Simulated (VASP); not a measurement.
# WS2 (P-3m1) in VASP: further runs

WS2 is run at these levels: PBE, r2SCAN; tasks: single point.

Everything below comes from runs of VASP 6.6.1. Logs are shortened: lines on timing, memory, paths and dates and some standing lists are left out, and cuts for length are marked.

### 1 The cell of the first run

The typed cell holds 6 atoms: a = 3.170 Å, b = 3.170 Å, c = 12.491 Å, α = 90.00°, β = 90.00°, γ = 120.00°.

### 2 Single point, PBE

The input, INCAR:

```
SYSTEM = WS2
ALGO = Normal
EDIFF = 1E-7
ENCUT = 520
GGA = PE
ISIF = 2
ISMEAR = 0
LASPH = .TRUE.
LCHARG = .TRUE.
LELF = .TRUE.
LREAL = .FALSE.
LVHAR = .TRUE.
LWAVE = .FALSE.
NBANDS = 35
NELM = 100
PREC = Accurate
SIGMA = 0.01
```

The input, KPOINTS:

```
k-points
0
G
  12 12 2
  0 0 0
```

The input, POSCAR:

```
WS2
1.0
    3.1699362182      0.0000000000      0.0000000000
   -1.5849681091      2.7452452934      0.0000000000
    0.0000000000      0.0000000000     12.4912252644
W S
2 4
Direct
    0.3333333333      0.6666666667      0.7498956002
    0.6666666667      0.3333333333      0.2501043998
    0.3333333333      0.6666666667      0.1249983420
    0.6666666667      0.3333333333      0.6247891265
    0.3333333333      0.6666666667      0.3752108735
    0.6666666667      0.3333333333      0.8750016580
```

Potentials or basis: VASP PAW PBE potentials, release 64 (W_sv, S).

Run with:

```console
$ cat potpaw_PBE.64/W_sv/POTCAR potpaw_PBE.64/S/POTCAR > POTCAR
$ mpirun -np 1 vasp_std > vasp.out
```

OUTCAR:

```text
SYSTEM = WS2
   EDIFF = 1E-7
   ENCUT = 520
   GGA = PE
   ISIF = 2
   ISMEAR = 0
   LASPH = .TRUE.
   LREAL = .FALSE.
   NELM = 100
   PREC = Accurate

 ion  position               nearest neighbor table
   1  0.333  0.667  0.750-   6 2.41   6 2.41   6 2.41   4 2.41   4 2.41   4 2.41
   2  0.667  0.333  0.250-   3 2.41   3 2.41   3 2.41   5 2.41   5 2.41   5 2.41
   3  0.333  0.667  0.125-   2 2.41   2 2.41   2 2.41
   4  0.667  0.333  0.625-   1 2.41   1 2.41   1 2.41
   5  0.333  0.667  0.375-   2 2.41   2 2.41   2 2.41
   6  0.667  0.333  0.875-   1 2.41   1 2.41   1 2.41

  LATTYP: Found a hexagonal cell.
 ALAT       =     3.1699362182
 C/A-ratio  =     3.9405288954

  Lattice vectors:

 A1 = (   3.1699362182,   0.0000000000,   0.0000000000)
 A2 = (  -1.5849681091,   2.7452452934,   0.0000000000)
 A3 = (   0.0000000000,   0.0000000000,  12.4912252644)

Analysis of symmetry for initial positions (statically):
=====================================================================
 Subroutine PRICEL returns:
 Original cell was already a primitive cell.

 Routine SETGRP: Setting up the symmetry group for a
 hexagonal supercell.

 Subroutine GETGRP returns: Found 12 space group operations
 (whereof 12 operations were pure point group operations)
 out of a pool of 24 trial point group operations.

The static configuration has the point symmetry D_3d.

Analysis of symmetry for dynamics (positions and initial velocities):
=====================================================================
 Subroutine PRICEL returns:
 Original cell was already a primitive cell.

 Routine SETGRP: Setting up the symmetry group for a
 hexagonal supercell.

 Subroutine GETGRP returns: Found 12 space group operations
 (whereof 12 operations were pure point group operations)
 out of a pool of 24 trial point group operations.

The dynamic configuration has the point symmetry D_3d.

 Subroutine INISYM returns: Found 12 space group operations
 (whereof 12 operations are pure point group operations),
 and found     1 'primitive' translations

----------------------------------------------------------------------------------------

                                     Primitive cell

  volume of cell :     108.7018

  direct lattice vectors                    reciprocal lattice vectors
     3.169936218  0.000000000  0.000000000     0.315463761  0.182133087  0.000000000
    -1.584968109  2.745245293  0.000000000     0.000000000  0.364266174  0.000000000
     0.000000000  0.000000000 12.491225264     0.000000000  0.000000000  0.080056198

  length of vectors
     3.169936218  3.169936218 12.491225264     0.364266174  0.364266174  0.080056198

  position of ions in fractional coordinates (direct lattice)
     0.333333333  0.666666667  0.749895600
     0.666666667  0.333333333  0.250104400
     0.333333333  0.666666667  0.124998342
     0.666666667  0.333333333  0.624789126
     0.333333333  0.666666667  0.375210874
     0.666666667  0.333333333  0.875001658

  ion indices of the primitive-cell ions
   primitive index   ion index
                 1           1
                 2           2
                 3           3
                 4           4
                 5           5
                 6           6

----------------------------------------------------------------------------------------

 KPOINTS: k-points

Automatic generation of k-mesh.
 Grid dimensions read from file:
 generate k-points for:   12   12    2

 Generating k-lattice:

  Cartesian coordinates                     Fractional coordinates (reciprocal lattice)
     0.026288647  0.015177757  0.000000000     0.083333333 -0.000000000  0.000000000
     0.000000000  0.030355515  0.000000000     0.000000000  0.083333333  0.000000000
     0.000000000  0.000000000  0.040028099     0.000000000  0.000000000  0.500000000

  Length of vectors
     0.030355515  0.030355515  0.040028099

  Shift w.r.t. Gamma in fractional coordinates (k-lattice)
     0.000000000  0.000000000  0.000000000

 Subroutine IBZKPT returns following result:
 ===========================================

 Found     38 irreducible k-points:

 Following reciprocal coordinates:
            Coordinates               Weight
  0.000000  0.000000  0.000000      1.000000
  0.083333 -0.000000  0.000000      6.000000
  0.166667 -0.000000  0.000000      6.000000
  0.250000 -0.000000  0.000000      6.000000
  0.333333  0.000000  0.000000      6.000000
  0.416667 -0.000000  0.000000      6.000000
[... 16 lines left out ...]
  0.250000 -0.000000  0.500000      6.000000
  0.333333  0.000000  0.500000      6.000000
 [... further k-points ...]
   k-points           NKPTS =     38   k-points in BZ     NKDIM =     38   number of bands    NBANDS=     35
   number of dos      NEDOS =    301   number of ions     NIONS =      6
   total plane-waves  NPLWV =  55296
   dimension x,y,z NGX =    24 NGY =   24 NGZ =   96
   dimension x,y,z NGXF=    48 NGYF=   48 NGZF=  192
   ions per type =               2   4
   NGX,Y,Z   is equivalent  to a cutoff of  12.59, 12.59, 12.78 a.u.
   NGXF,Y,Z  is equivalent  to a cutoff of  25.17, 25.17, 25.55 a.u.
 SYSTEM =  WS2
   PREC   = accura    normal or accurate (medium, high low for compatibility)
   ISTART =      0    job   : 0-new  1-cont  2-samecut
   ICHARG =      2    charge: 1-file 2-atom 10-const
   ISPIN  =      1    spin polarized calculation?
   LNONCOLLINEAR =      F non collinear calculations
   LSORBIT =      F    spin-orbit coupling
   LASPH  =      T    aspherical Exc in radial PAW
   ENCUT  =  520.0 eV  38.22 Ry    6.18 a.u.   5.89  5.89 23.23*2*pi/ulx,y,z
   NELM   =    100;   NELMIN=  2; NELMDL= -5     # of ELM steps
   EDIFF  = 0.1E-06   stopping-criterion for ELM
   LREAL  =      F    real-space projection
   EDIFFG = 0.1E-05   stopping-criterion for IOM
   NSW    =      0    number of steps for IOM
   IBRION =     -1    ionic relax: 0-MD 1-quasi-New 2-CG
   NFREE  =      0    steps in history (QN), initial steepest desc. (CG)
   ISIF   =      2    stress and relaxation
   ISYM   =      2    0-nonsym 1-usesym 2-fastsym
   POTIM  = 0.5000    time-step for ionic-motion
   TEBEG  =    0.0;   TEEND  =   0.0 temperature during run
   PSTRESS=    0.0 pullay stress
   NELECT =      52.0000    total number of electrons
   NUPDOWN=      -1.0000    fix difference up-down
   EMIN   =  10.00;   EMAX   =-10.00  energy-range for DOS
   EFERMI =   0.00;   METHOD = LEGACY
   ISMEAR =     0;   SIGMA  =   0.01  broadening in eV -4-tet -1-fermi 0-gaus
   EFERMI_NEDOS =   21; number of points for ismear=-14 and -15
   IALGO  =     38    algorithm
   IMIX   =      4    mixing-type and parameters
     AMIX     =   0.40;   BMIX     =  1.00
     AMIX_MAG =   1.60;   BMIX_MAG =  1.00
  volume/ion in A,a.u.               =      18.12       122.26
  Fermi-wavevector in a.u.,A,eV,Ry     =   1.280355  2.419520 22.304149  1.639309
  Thomas-Fermi vector in A             =   2.412788
   LORBIT       =      0    0 simple, 1 ext, 2 COOP (PROOUT), +10 PAW based schemes
   GGA     = PE    functional components
   LHFCALC =     F    Hartree Fock is set to
   AEXX    =    0.0000 exact exchange contribution
   IVDW    =     0    specifies the selected vdW correction
   LEPSILON=     F    determine dielectric tensor
   LRPA    =     F    only Hartree local field effects (RPA)
 non-spin polarized calculation
 Gauss-broadening in eV      SIGMA  =   0.01
  energy-cutoff  :      520.00
  volume of cell :      108.70
 maximum number of plane-waves:      2947
 NGX is ok and might be reduce to    24
   NGX = 11   NGY = 11   NGZ = 47

 number of electron      52.0000003 magnetization

 Free energy of the ion-electron system (eV)
  ---------------------------------------------------
  ext. energy  EPLUGINS =         0.00000000
  ---------------------------------------------------
  free energy    TOTEN  =       -47.27012563 eV

  energy without entropy =      -47.27012563  energy(sigma->0) =      -47.27012563

 E-fermi :   7.4747     XC(G=0): -10.8090

 val. band max:        7.1928244477   @ k =   0.0000   0.0000   0.0000
 cond. band min:       8.2547739413   @ k =   0.1667   0.1667   0.0000
 fundamental gap:      1.0619494936
 Fermi energy:         7.4747496383

 k-point     1 :       0.0000    0.0000    0.0000
  band No.  band energies     occupation
      1     -67.4169      2.00000
      2     -67.4169      2.00000
      3     -31.6652      2.00000
      4     -31.6652      2.00000
      5     -31.5059      2.00000
      6     -31.5059      2.00000
[... 27 lines left out ...]
     34       9.7333      0.00000
     35      11.8928      0.00000

 k-point     2 :       0.0833   -0.0000    0.0000
  band No.  band energies     occupation
      1     -67.4157      2.00000
      2     -67.4156      2.00000
      3     -31.6609      2.00000
      4     -31.6609      2.00000
      5     -31.5298      2.00000
      6     -31.5298      2.00000
[... 27 lines left out ...]
     34       9.7285      0.00000
     35      12.4274      0.00000

 k-point     3 :       0.1667   -0.0000    0.0000
  band No.  band energies     occupation
      1     -67.4124      2.00000
      2     -67.4124      2.00000
      3     -31.6492      2.00000
      4     -31.6491      2.00000
      5     -31.5945      2.00000
      6     -31.5945      2.00000
[... 27 lines left out ...]
     34      10.2614      0.00000
     35      13.5208      0.00000

 k-point     4 :       0.2500   -0.0000    0.0000
  band No.  band energies     occupation
      1     -67.4080      2.00000
      2     -67.4080      2.00000
      3     -31.6817      2.00000
      4     -31.6817      2.00000
      5     -31.6331      2.00000
      6     -31.6330      2.00000
[... 27 lines left out ...]
     34      10.8260      0.00000
     35      13.9551      0.00000

 k-point     5 :       0.3333    0.0000    0.0000
  band No.  band energies     occupation
      1     -67.4035      2.00000
      2     -67.4035      2.00000
      3     -31.7676      2.00000
      4     -31.7676      2.00000
      5     -31.6169      2.00000
      6     -31.6169      2.00000
[... 638 lines left out ...]
 k-point    22 :       0.1667   -0.0000    0.5000
  band No.  band energies     occupation
      1     -67.4124      2.00000
      2     -67.4124      2.00000
      3     -31.6491      2.00000
      4     -31.6491      2.00000
      5     -31.5945      2.00000
      6     -31.5945      2.00000
[... 27 lines left out ...]
     34      10.2141      0.00000
     35      13.6611      0.00000

 k-point    23 :       0.2500   -0.0000    0.5000
  band No.  band energies     occupation
      1     -67.4080      2.00000
      2     -67.4080      2.00000
      3     -31.6817      2.00000
      4     -31.6817      2.00000
      5     -31.6330      2.00000
      6     -31.6330      2.00000
[... 27 lines left out ...]
     34      10.7295      0.00000
     35      13.8930      0.00000

 k-point    24 :       0.3333    0.0000    0.5000
  band No.  band energies     occupation
      1     -67.4036      2.00000
      2     -67.4036      2.00000
      3     -31.7676      2.00000
      4     -31.7676      2.00000
      5     -31.6169      2.00000
      6     -31.6169      2.00000
[... 27 lines left out ...]
     34      11.0981      0.00000
     35      13.1796      0.00000

 [... further k-points ...]

------------------------ aborting loop because EDIFF is reached ----------------------------------------

  FORCE on cell =-STRESS in cart. coord.  units (eV):
  Direction    XX          YY          ZZ          XY          YZ          ZX
  --------------------------------------------------------------------------------------
  -------------------------------------------------------------------------------------
  Total        1.8922116      1.8922116      2.8174557     -0.0000000      0.0000000      0.0000000
  in kB       27.8896821     27.8896821     41.5270387     -0.0000000      0.0000000      0.0000000
  external PRESSURE =      32.4354676 kB  Pullay stress =       0.0000000 kB

 VOLUME and BASIS-vectors are now :
 -----------------------------------------------------------------------------
  energy-cutoff  :      520.00
  volume of cell :      108.70
      direct lattice vectors                 reciprocal lattice vectors
     3.169936218  0.000000000  0.000000000     0.315463761  0.182133087  0.000000000
    -1.584968109  2.745245293  0.000000000     0.000000000  0.364266174  0.000000000
     0.000000000  0.000000000 12.491225264     0.000000000  0.000000000  0.080056198

 POSITION                                       TOTAL-FORCE (eV/Angst)
 -----------------------------------------------------------------------------------
     -0.00000      1.83016      9.36711        -0.000000     -0.000000      0.000401
      1.58497      0.91508      3.12411         0.000000      0.000000     -0.000401
     -0.00000      1.83016      1.56138        -0.000000      0.000000     -0.199236
      1.58497      0.91508      7.80438        -0.000000      0.000000     -0.197567
     -0.00000      1.83016      4.68684         0.000000     -0.000000      0.197567
      1.58497      0.91508     10.92984         0.000000     -0.000000      0.199236
 -----------------------------------------------------------------------------------
    total drift:                                0.000000     -0.000000      0.000000

  FREE ENERGIE OF THE ION-ELECTRON SYSTEM (eV)
  ---------------------------------------------------
  free  energy   TOTEN  =       -47.2701256272 eV

  energy  without entropy=      -47.2701256272  energy(sigma->0) =      -47.27012563
```

Wall time 1.9 min (1 thread of Intel Xeon Platinum 8375C at 2.90GHz (Ice Lake), shared host); peak memory 0.29 GiB.

What came out:

```yaml
Free_energy: -47.2701 eV
Pressure: 3.2 GPa
Largest_force: 0.199 eV/Å
Band_gap_on_the_k_mesh: 1.06 eV, indirect (least direct gap 1.78 eV)
```

Forces in eV/Å, atoms in the order of the input:
```
W    0.000  0.000  0.000
W    0.000  0.000  0.000
S    0.000  0.000 -0.199
S    0.000  0.000 -0.198
S    0.000  0.000  0.198
S    0.000  0.000  0.199
```

Caveat: spin-orbit coupling is left out, which moves the levels of the heavy elements; this functional lacks dispersion, which binds the layers, so the pressure and a relaxed spacing across them are unreliable. A k mesh can miss the band edges.

### 3 Single point, r2SCAN

POSCAR is that of step 2.

The input, INCAR.step1:

```
PREC     = Accurate       # precision mode
ENCUT    = 520            # plane-wave cutoff, eV
ISMEAR   = 0              # smearing method
SIGMA    = 0.01           # smearing width, eV
LREAL    = F              # projectors in reciprocal space
LASPH    = T              # aspherical terms in the spheres
NELM     = 80             # most SCF steps
NBANDS   = 35             # bands
GGA      = PE             # functional
ALGO     = Normal         # electronic algorithm
EDIFF    = 1E-4           # SCF threshold, eV
LWAVE    = T              # write WAVECAR
LCHARG   = F              # write CHGCAR
```

The input, INCAR.step2:

```
PREC     = Accurate       # precision mode
ENCUT    = 520            # plane-wave cutoff, eV
EDIFF    = 1E-7           # SCF threshold, eV
ISMEAR   = 0              # smearing method
SIGMA    = 0.01           # smearing width, eV
LREAL    = F              # projectors in reciprocal space
LASPH    = T              # aspherical terms in the spheres
NELM     = 80             # most SCF steps
ALGO     = Normal         # electronic algorithm
ISIF     = 2              # what is computed and relaxed
LWAVE    = F              # write WAVECAR
LCHARG   = T              # write CHGCAR
METAGGA  = R2SCAN         # meta-GGA
LMIXTAU  = T            
LELF     = T              # ELF
LVHAR    = T            
NBANDS   = 35             # bands
ISTART   = 1
```

The input, KPOINTS:

```
regular mesh
0
Gamma
  12 12 2
```

Potentials or basis: VASP PAW PBE potentials, release 64 (W_sv, S).

Run with:

```console
$ cat potpaw_PBE.64/W_sv/POTCAR potpaw_PBE.64/S/POTCAR > POTCAR
$ cp INCAR.step1 INCAR
$ mpirun -np 1 vasp_std > vasp.out
$ cp INCAR.step2 INCAR
$ mpirun -np 1 vasp_std > vasp.out
```

Wall time 5.5 min (1 thread of Intel Xeon Platinum 8375C at 2.90GHz (Ice Lake), shared host); peak memory 0.3 GiB.

Results (log left out):

```
Free energy            : -140.1408 eV
Pressure               : 1.4 GPa
Largest force          : 0.030 eV/Å
Band gap on the k mesh : 1.17 eV, indirect (least direct gap 1.90 eV)
```

Forces in eV/Å, atoms in the order of the input:
```
W    0.000  0.000  0.000
W    0.000  0.000  0.000
S    0.000  0.000  0.028
S    0.000  0.000  0.030
S    0.000  0.000 -0.030
S    0.000  0.000 -0.028
```

Stress tensor (GPa, compression positive):
```
1.53 0.00 0.00
0.00 1.53 0.00
0.00 0.00 1.26
```

Levels at points of the mesh, in eV from the valence-band top:
| k point | band 24 | band 25 | band 26 | band 27 | band 28 | band 29 |
| --- | --- | --- | --- | --- | --- | --- |
| (0.00, 0.00, 0.00) | -1.72 | -1.14 | 0.00 | 2.44 | 2.44 | 2.45 |
| (0.50, 0.00, 0.00) | -1.98 | -1.75 | -1.59 | 2.39 | 2.43 | 2.73 |
| (0.00, 0.00, 0.50) | -2.40 | -0.33 | -0.33 | 2.44 | 2.44 | 2.44 |
| (0.50, 0.00, 0.50) | -2.06 | -1.66 | -1.66 | 2.41 | 2.41 | 2.87 |

Caveat: the PAW data sets were made with another functional, which shifts forces and pressure a little; spin-orbit coupling is left out, which moves the levels of the heavy elements. A k mesh can miss the band edges.
